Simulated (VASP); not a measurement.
Set up this calculation in VASP 6.6.1, as the native input.

```yaml
Task: single point
Functional: PBE
Potentials_or_basis: VASP PAW PBE potentials, release 64 (La, Y_sv, O)
Cutoff: 520 eV
k_mesh: 5 × 5 × 2
Occupations: gaussian, width 0.2 eV
Spin: no spin polarisation
Dipole_correction: no
Further_INCAR_settings: ALGO = Normal; EDIFF = 1e-06; NBANDS = 33
```

The structure of La2Y2O lies in POSCAR:

```
La2Y2O
1.0
    3.6161723756      0.0000000000      0.0000000000
   -1.8080861878      3.1316971417      0.0000000000
    0.0000000000      0.0000000000     11.8655937168
La Y O
2 2 1
Direct
    0.3333333333      0.6666666667      0.6256496153
    0.6666666667      0.3333333333      0.3743503847
    0.3333333333      0.6666666667      0.1100679666
    0.6666666667      0.3333333333      0.8899320334
    0.0000000000      0.0000000000      0.0000000000
```

These files were run (other wordings do the same):

INCAR

```
SYSTEM = La2Y2O
PREC     = Accurate       ! precision mode
ENCUT    = 520            ! plane-wave cutoff, eV
EDIFF    = 1E-6           ! SCF threshold, eV
ISMEAR   = 0              ! smearing method
SIGMA    = 0.2            ! smearing width, eV
LREAL    = .FALSE.        ! projectors in reciprocal space
LASPH    = .TRUE.         ! aspherical terms in the spheres
NELM     = 100            ! most SCF steps
ALGO     = Normal         ! electronic algorithm
ISIF     = 2              ! what is computed and relaxed
LWAVE    = .FALSE.        ! write WAVECAR
LCHARG   = .FALSE.        ! write CHGCAR
GGA      = PE             ! functional
NBANDS   = 33             ! bands
```

KPOINTS

```
Automatic mesh
0
G
  5 5 2
  0 0 0
```

Potentials or basis: VASP PAW PBE potentials, release 64 (La, Y_sv, O).

The run is started by

```sh
$ cat potpaw_PBE.64/La/POTCAR potpaw_PBE.64/Y_sv/POTCAR potpaw_PBE.64/O/POTCAR > POTCAR
$ mpirun -np 1 vasp_std > vasp.out
```

Results of the run:

| Property | Result |
| --- | --- |
| Pressure | 0.2 GPa |
| Largest force | 0.040 eV/Å |
| Band gap on the k mesh | zero (bands 25 and 26 overlap by 1.25 eV) |

Caveat: the k points lie up to 0.40 Å⁻¹ apart, too coarse for converged energies and pressures of a metal; spin-orbit coupling is left out, which moves the levels of the heavy elements.

It took 120 s on 1 thread of Intel(R) Xeon(R) 6975P-C (Granite Rapids) (shared host), peak memory 0.27 GiB.
